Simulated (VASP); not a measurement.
Wanted: the native input for a VASP 6.6.1 run.

```
Task                   : single point
Functional             : r2SCAN
Potentials or basis    : VASP PAW PBE potentials, release 64 (Ir_sv_GW)
Cutoff                 : 620 eV
k mesh                 : 18 × 18 × 18
Occupations            : gaussian, width 0.1 eV
Spin                   : no spin polarisation
Dipole correction      : no
Further INCAR settings : ALGO = Normal; EDIFF = 1e-06; NBANDS = 14
```

Ir:

```xyz
1
Lattice="0.0000 1.8419 1.8419 1.8419 0.0000 1.8419 1.8419 1.8419 0.0000" Properties=species:S:1:pos:R:3 pbc="T T T"
Ir    0.0000    0.0000    0.0000
```

The input as run:

POSCAR

```
Ir
1.0
    0.0000000000      1.8418982451      1.8418982451
    1.8418982451      0.0000000000      1.8418982451
    1.8418982451      1.8418982451      0.0000000000
Ir
1
Direct
    0.0000000000      0.0000000000      0.0000000000
```

INCAR.step1

```
SYSTEM = Ir
PREC     = Accurate       ! precision mode
ENCUT    = 620            ! plane-wave cutoff, eV
ISMEAR   = 0              ! smearing method
SIGMA    = 0.1            ! smearing width, eV
LREAL    = .False.        ! projectors in reciprocal space
LASPH    = .True.         ! aspherical terms in the spheres
NELM     = 120            ! most SCF steps
NBANDS   = 14             ! bands
GGA      = PE             ! functional
ALGO     = Normal         ! electronic algorithm
EDIFF    = 1E-5           ! SCF threshold, eV
LWAVE    = .True.         ! write WAVECAR
LCHARG   = .False.        ! write CHGCAR
GGA_COMPAT= .False.
```

INCAR.step2

```
SYSTEM = Ir
PREC     = Accurate       ! precision mode
ENCUT    = 620            ! plane-wave cutoff, eV
EDIFF    = 1E-6           ! SCF threshold, eV
ISMEAR   = 0              ! smearing method
SIGMA    = 0.1            ! smearing width, eV
LREAL    = .False.        ! projectors in reciprocal space
LASPH    = .True.         ! aspherical terms in the spheres
NELM     = 120            ! most SCF steps
ALGO     = Normal         ! electronic algorithm
ISIF     = 2              ! what is computed and relaxed
LWAVE    = .False.        ! write WAVECAR
LCHARG   = .True.         ! write CHGCAR
METAGGA  = R2SCAN         ! meta-GGA
LMIXTAU  = .True.       
LELF     = .True.         ! ELF
LVHAR    = .True.       
NBANDS   = 14             ! bands
ISTART   = 1            
GGA_COMPAT= .False.
```

KPOINTS

```
Automatic mesh
0
Gamma
  18 18 18
  0 0 0
```

Potentials or basis: VASP PAW PBE potentials, release 64 (Ir_sv_GW).

The run is started by

```console
$ cat potpaw_PBE.64/Ir_sv_GW/POTCAR > POTCAR
$ cp INCAR.step1 INCAR
$ mpirun -np 1 vasp_std > vasp.out
$ cp INCAR.step2 INCAR
$ mpirun -np 1 vasp_std > vasp.out
```

It gave:

```
Pressure               : 65.4 GPa
Band gap on the k mesh : zero (an odd number of electrons rules out a gap without spin polarisation)
```

Caveat: the cell stands under pressure; the PAW data sets were made with another functional, which shifts forces and pressure a little; spin-orbit coupling is left out, which moves the levels of the heavy elements.

It took 60 s on 1 thread of Intel(R) Xeon(R) 6975P-C (Granite Rapids) (shared host), peak memory 0.18 GiB.
